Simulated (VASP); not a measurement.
# C (Fm-3m) in VASP: a series of runs

The runs below take C through single point, relaxation of cell and atoms, with PBE.

Everything below comes from runs of VASP 6.6.1. Logs are shortened: lines on timing, memory, paths and dates and some standing lists are left out, and cuts for length are marked.

## (1) The cell of the first run

It takes space group Fm-3m (No. 225, cubic). Conventional cell: a = 3.083 Å, b = 3.083 Å, c = 3.083 Å, α = 90.00°, β = 90.00°, γ = 90.00°. Within 2.9 Å of C (site symmetry m-3m) lie 12 C at 2.18 Å.

## (2) Single point, PBE

Contents of INCAR:

```
SYSTEM = C
PREC = Accurate ; ENCUT = 520
EDIFF = 1E-7 ; ISMEAR = 0
SIGMA = 0.1 ; LREAL = .False.
LASPH = .True. ; NELM = 60
ALGO = Normal ; ISIF = 2
LWAVE = .False. ; LCHARG = .False.
GGA = PE ; NBANDS = 26
```

Contents of KPOINTS:

```
Automatic mesh
0
Gamma
  6 6 6
  0 0 0
```

Contents of POSCAR:

```
C
1.0
    0.0000000000      3.0831230580      3.0831230580
    3.0831230580      0.0000000000      3.0831230580
    3.0831230580      3.0831230580      0.0000000000
C
8
Direct
    0.0000000000      0.0000000000      0.0000000000
    0.0000000000      0.0000000000      0.5000000000
    0.0000000000      0.5000000000      1.0000000000
    0.0000000000      0.5000000000      0.5000000000
    0.5000000000      0.0000000000      1.0000000000
    0.5000000000      0.0000000000      0.5000000000
    0.5000000000      0.5000000000      1.0000000000
    0.5000000000      0.5000000000      0.5000000000
```

Potentials or basis: VASP PAW PBE potentials, release 64 (C).

The run is started by

```console
> cat potpaw_PBE.64/C/POTCAR > POTCAR
> mpirun -np 1 vasp_std > vasp.out
```

OUTCAR:

```text
SYSTEM = C
   PREC = Accurate
   ENCUT = 520
   EDIFF = 1E-7
   ISMEAR = 0
   LREAL = .False.
   LASPH = .True.
   NELM = 60
   ISIF = 2
   GGA = PE

 ion  position               nearest neighbor table
   1  0.000  0.000  0.000-
   2  0.000  0.000  0.500-
   3  0.000  0.500  0.000-
   4  0.000  0.500  0.500-
   5  0.500  0.000  0.000-
   6  0.500  0.000  0.500-
   7  0.500  0.500  0.000-
   8  0.500  0.500  0.500-

  LATTYP: Found a face centered cubic cell.
 ALAT       =     6.1662461160

  Lattice vectors:

 A1 = (   0.0000000000,   3.0831230580,   3.0831230580)
 A2 = (   3.0831230580,   0.0000000000,   3.0831230580)
 A3 = (   3.0831230580,   3.0831230580,   0.0000000000)

Analysis of symmetry for initial positions (statically):
=====================================================================
 Subroutine PRICEL returns following result:

  LATTYP: Found a face centered cubic cell.
 ALAT       =     3.0831230580

  Lattice vectors:

 A1 = (   0.0000000000,   1.5415615290,   1.5415615290)
 A2 = (   1.5415615290,   0.0000000000,   1.5415615290)
 A3 = (   1.5415615290,   1.5415615290,   0.0000000000)

   8 primitive cells build up your supercell.

 Routine SETGRP: Setting up the symmetry group for a
 face centered cubic supercell.

 Subroutine GETGRP returns: Found 48 space group operations
 (whereof 48 operations were pure point group operations)
 out of a pool of 48 trial point group operations.

The static configuration has the point symmetry O_h .

Analysis of symmetry for dynamics (positions and initial velocities):
=====================================================================
 Subroutine PRICEL returns following result:

  LATTYP: Found a face centered cubic cell.
 ALAT       =     3.0831230580

  Lattice vectors:

 A1 = (   0.0000000000,   1.5415615290,   1.5415615290)
 A2 = (   1.5415615290,   0.0000000000,   1.5415615290)
 A3 = (   1.5415615290,   1.5415615290,   0.0000000000)

   8 primitive cells build up your supercell.

 Routine SETGRP: Setting up the symmetry group for a
 face centered cubic supercell.

 Subroutine GETGRP returns: Found 48 space group operations
 (whereof 48 operations were pure point group operations)
 out of a pool of 48 trial point group operations.

The dynamic configuration has the point symmetry O_h .

 Subroutine INISYM returns: Found 48 space group operations
 (whereof 48 operations are pure point group operations),
 and found     8 'primitive' translations

----------------------------------------------------------------------------------------

                                     Primitive cell

  volume of cell :       7.3268

  direct lattice vectors                    reciprocal lattice vectors
     0.000000000  1.541561529  1.541561529    -0.324346444  0.324346444  0.324346444
     1.541561529  0.000000000  1.541561529     0.324346444 -0.324346444  0.324346444
     1.541561529  1.541561529  0.000000000     0.324346444  0.324346444 -0.324346444

  length of vectors
     2.180097222  2.180097222  2.180097222     0.561784520  0.561784520  0.561784520

  position of ions in fractional coordinates (direct lattice)
     0.000000000  0.000000000  0.000000000

  ion indices of the primitive-cell ions
   primitive index   ion index
                 1           1

----------------------------------------------------------------------------------------

 KPOINTS: Automatic mesh

Automatic generation of k-mesh.
 Grid dimensions read from file:
 generate k-points for:    6    6    6

 Generating k-lattice:

  Cartesian coordinates                     Fractional coordinates (reciprocal lattice)
    -0.027028870  0.027028870  0.027028870     0.166666667  0.000000000  0.000000000
     0.027028870 -0.027028870  0.027028870     0.000000000  0.166666667  0.000000000
     0.027028870  0.027028870 -0.027028870     0.000000000  0.000000000  0.166666667

  Length of vectors
     0.046815377  0.046815377  0.046815377

  Shift w.r.t. Gamma in fractional coordinates (k-lattice)
     0.000000000  0.000000000  0.000000000

 Subroutine IBZKPT returns following result:
 ===========================================

 Found     16 irreducible k-points:

 Following reciprocal coordinates:
            Coordinates               Weight
  0.000000  0.000000  0.000000      1.000000
  0.166667  0.000000  0.000000      8.000000
  0.333333  0.000000  0.000000      8.000000
  0.500000  0.000000  0.000000      4.000000
  0.166667  0.166667  0.000000      6.000000
  0.333333  0.166667  0.000000     24.000000
[... 8 lines left out ...]
 -0.333333  0.333333  0.166667     24.000000
 -0.333333  0.500000  0.166667     12.000000
   k-points           NKPTS =     16   k-points in BZ     NKDIM =     16   number of bands    NBANDS=     26
   number of dos      NEDOS =    301   number of ions     NIONS =      8
   total plane-waves  NPLWV =  32768
   dimension x,y,z NGX =    32 NGY =   32 NGZ =   32
   dimension x,y,z NGXF=    64 NGYF=   64 NGZF=   64
   ions per type =               8
   NGX,Y,Z   is equivalent  to a cutoff of  12.20, 12.20, 12.20 a.u.
   NGXF,Y,Z  is equivalent  to a cutoff of  24.40, 24.40, 24.40 a.u.
 SYSTEM =  C
   PREC   = accura    normal or accurate (medium, high low for compatibility)
   ISTART =      0    job   : 0-new  1-cont  2-samecut
   ICHARG =      2    charge: 1-file 2-atom 10-const
   ISPIN  =      1    spin polarized calculation?
   LNONCOLLINEAR =      F non collinear calculations
   LSORBIT =      F    spin-orbit coupling
   LASPH  =      T    aspherical Exc in radial PAW
   ENCUT  =  520.0 eV  38.22 Ry    6.18 a.u.   8.11  8.11  8.11*2*pi/ulx,y,z
   NELM   =     60;   NELMIN=  2; NELMDL= -5     # of ELM steps
   EDIFF  = 0.1E-06   stopping-criterion for ELM
   LREAL  =      F    real-space projection
   EDIFFG = 0.1E-05   stopping-criterion for IOM
   NSW    =      0    number of steps for IOM
   IBRION =     -1    ionic relax: 0-MD 1-quasi-New 2-CG
   NFREE  =      0    steps in history (QN), initial steepest desc. (CG)
   ISIF   =      2    stress and relaxation
   ISYM   =      2    0-nonsym 1-usesym 2-fastsym
   POTIM  = 0.5000    time-step for ionic-motion
   TEBEG  =    0.0;   TEEND  =   0.0 temperature during run
   PSTRESS=    0.0 pullay stress
   NELECT =      32.0000    total number of electrons
   NUPDOWN=      -1.0000    fix difference up-down
   EMIN   =  10.00;   EMAX   =-10.00  energy-range for DOS
   EFERMI =   0.00;   METHOD = LEGACY
   ISMEAR =     0;   SIGMA  =   0.10  broadening in eV -4-tet -1-fermi 0-gaus
   EFERMI_NEDOS =   21; number of points for ismear=-14 and -15
   IALGO  =     38    algorithm
   IMIX   =      4    mixing-type and parameters
     AMIX     =   0.40;   BMIX     =  1.00
     AMIX_MAG =   1.60;   BMIX_MAG =  1.00
  volume/ion in A,a.u.               =       7.33        49.44
  Fermi-wavevector in a.u.,A,eV,Ry     =   1.338004  2.528460 24.357881  1.790254
  Thomas-Fermi vector in A             =   2.466508
   LORBIT       =      0    0 simple, 1 ext, 2 COOP (PROOUT), +10 PAW based schemes
   GGA     = PE    functional components
   LHFCALC =     F    Hartree Fock is set to
   AEXX    =    0.0000 exact exchange contribution
   IVDW    =     0    specifies the selected vdW correction
   LEPSILON=     F    determine dielectric tensor
   LRPA    =     F    only Hartree local field effects (RPA)
 non-spin polarized calculation
 Gauss-broadening in eV      SIGMA  =   0.10
  energy-cutoff  :      520.00
  volume of cell :       58.61
 maximum number of plane-waves:      1596
   NGX = 17   NGY = 17   NGZ = 17

 number of electron      32.0000000 magnetization

 Free energy of the ion-electron system (eV)
  ---------------------------------------------------
  ext. energy  EPLUGINS =         0.00000000
  ---------------------------------------------------
  free energy    TOTEN  =       -37.24622372 eV

  energy without entropy =      -37.22475670  energy(sigma->0) =      -37.23549021

 E-fermi :   7.4580     XC(G=0): -12.6733

 val. band max:        7.3959155830   @ k =   0.5000   0.3333   0.0000
 cond. band min:       7.4810362994   @ k =  -0.3333   0.3333   0.1667
 fundamental gap:      0.0851207164
 Fermi energy:         7.4579634253

 k-point     1 :       0.0000    0.0000    0.0000
  band No.  band energies     occupation
      1     -11.1443      2.00000
      2      -1.8510      2.00000
      3      -1.8510      2.00000
      4      -1.8510      2.00000
      5      -1.8510      2.00000
      6      -1.0296      2.00000
[... 18 lines left out ...]
     25      13.8045      0.00000
     26      13.8045      0.00000

 k-point     2 :       0.1667    0.0000    0.0000
  band No.  band energies     occupation
      1     -10.8681      2.00000
      2      -4.3622      2.00000
      3      -2.3107      2.00000
      4      -2.3107      2.00000
      5      -2.3107      2.00000
      6      -0.3481      2.00000
[... 18 lines left out ...]
     25      13.4509      0.00000
     26      13.4577      0.00000

 k-point     3 :       0.3333    0.0000    0.0000
  band No.  band energies     occupation
      1     -10.0417      2.00000
      2      -6.7684      2.00000
      3      -2.5515      2.00000
      4      -2.5515      2.00000
      5      -2.5515      2.00000
      6      -1.5542      2.00000
[... 340 lines left out ...]
 k-point    15 :      -0.3333    0.3333    0.1667
  band No.  band energies     occupation
      1      -7.9456      2.00000
      2      -7.9456      2.00000
      3      -5.7916      2.00000
      4      -5.7916      2.00000
      5      -1.6230      2.00000
      6      -1.6230      2.00000
[... 18 lines left out ...]
     25      11.0129      0.00000
     26      11.0129      0.00000

 k-point    16 :      -0.3333    0.5000    0.1667
  band No.  band energies     occupation
      1      -7.4961      2.00000
      2      -7.4961      2.00000
      3      -6.4137      2.00000
      4      -6.4137      2.00000
      5      -2.2099      2.00000
      6      -2.2099      2.00000
[... 18 lines left out ...]
     25      11.2688      0.00000
     26      11.2688      0.00000

------------------------ aborting loop because EDIFF is reached ----------------------------------------

  FORCE on cell =-STRESS in cart. coord.  units (eV):
  Direction    XX          YY          ZZ          XY          YZ          ZX
  --------------------------------------------------------------------------------------
  -------------------------------------------------------------------------------------
  Total        0.0291898      0.0291898      0.0291898     -0.0000000     -0.0000000      0.0000000
  in kB        0.7978837      0.7978837      0.7978837     -0.0000000     -0.0000000      0.0000000
  external PRESSURE =       0.7978837 kB  Pullay stress =       0.0000000 kB

 VOLUME and BASIS-vectors are now :
 -----------------------------------------------------------------------------
  energy-cutoff  :      520.00
  volume of cell :       58.61
      direct lattice vectors                 reciprocal lattice vectors
     0.000000000  3.083123058  3.083123058    -0.162173222  0.162173222  0.162173222
     3.083123058  0.000000000  3.083123058     0.162173222 -0.162173222  0.162173222
     3.083123058  3.083123058  0.000000000     0.162173222  0.162173222 -0.162173222

 POSITION                                       TOTAL-FORCE (eV/Angst)
 -----------------------------------------------------------------------------------
      0.00000      0.00000      0.00000        -0.000000     -0.000000      0.000000
      1.54156      1.54156      0.00000         0.000000     -0.000000     -0.000000
      1.54156      0.00000      1.54156        -0.000000      0.000000      0.000000
      3.08312      1.54156      1.54156        -0.000000     -0.000000      0.000000
      0.00000      1.54156      1.54156         0.000000      0.000000     -0.000000
      1.54156      3.08312      1.54156         0.000000     -0.000000     -0.000000
      1.54156      1.54156      3.08312        -0.000000      0.000000     -0.000000
      3.08312      3.08312      3.08312        -0.000000     -0.000000     -0.000000
 -----------------------------------------------------------------------------------
    total drift:                                0.000000      0.000000      0.000000

  FREE ENERGIE OF THE ION-ELECTRON SYSTEM (eV)
  ---------------------------------------------------
  free  energy   TOTEN  =       -37.2462237246 eV

  energy  without entropy=      -37.2247566965  energy(sigma->0) =      -37.23549021
```

Wall time 17 s (1 thread of AMD EPYC 7R43 (Zen 3), shared host); peak memory 0.13 GiB.

What came out:

* Free energy: -37.2462 eV
* Pressure: 0.1 GPa
* Band gap on the k mesh: zero (bands 16 and 17 overlap by 2.67 eV)

Levels at points of the mesh, in eV from the Fermi level:
```csv
k point,band 14,band 15,band 16,band 17,band 18,band 19
"(0.00, 0.00, 0.00)",-5.42,-5.42,2.36,2.36,2.36,2.36
"(0.50, 0.00, 0.00)",-3.74,1.51,1.51,1.51,1.51,1.51
"(0.50, 0.50, 0.00)",-0.40,-0.31,-0.31,-0.31,-0.31,-0.31
```

## (3) Single point, PBE

This run uses another cell than the first one: it holds 1 atom, not 8.

Contents of INCAR:

```
ALGO     = Normal         # electronic algorithm
EDIFF    = 1E-6           # SCF threshold, eV
ENCUT    = 520            # plane-wave cutoff, eV
GGA      = PE             # functional
ISIF     = 2              # what is computed and relaxed
ISMEAR   = 0              # smearing method
LASPH    = True           # aspherical terms in the spheres
LCHARG   = True           # write CHGCAR
LELF     = True           # ELF
LREAL    = False          # projectors in reciprocal space
LVHAR    = True         
LWAVE    = False          # write WAVECAR
NBANDS   = 8              # bands
NELM     = 60             # most SCF steps
PREC     = Accurate       # precision mode
SIGMA    = 0.1            # smearing width, eV
```

Contents of KPOINTS:

```
k-points
0
Gamma
  30 30 30
```

Contents of POSCAR:

```
C
1.0
    0.0000000000      1.5415615290      1.5415615290
    1.5415615290      0.0000000000      1.5415615290
    1.5415615290      1.5415615290      0.0000000000
C
1
Direct
    0.0000000000      0.0000000000      0.0000000000
```

Potentials or basis: VASP PAW PBE potentials, release 64 (C).

The run is started by

```console
> cat potpaw_PBE.64/C/POTCAR > POTCAR
> mpirun -np 1 vasp_std > vasp.out
```

Wall time 20 s (1 thread of AMD EPYC 7R43 (Zen 3), shared host); peak memory 0.1 GiB.

It converged, with:

| Item | Value |
| --- | --- |
| Free energy | -4.6642 eV |
| Pressure | 0.1 GPa |
| Band gap on the k mesh | zero (bands 2 and 3 overlap by 11.10 eV) |

Levels at points of the mesh, in eV from the Fermi level:
| k point | band 1 | band 2 | band 3 | band 4 | band 5 | band 6 | band 7 |
| --- | --- | --- | --- | --- | --- | --- | --- |
| (0.00, 0.00, 0.00) | -18.71 | 7.94 | 7.94 | 7.94 | 29.97 | 29.97 | 29.97 |
| (0.50, 0.00, 0.00) | -9.42 | -8.60 | 6.24 | 6.24 | 24.58 | 27.41 | 27.41 |
| (0.50, 0.50, 0.00) | -6.72 | -5.53 | 2.25 | 2.25 | 14.73 | 16.29 | 37.16 |

[end of part 1 of 2]
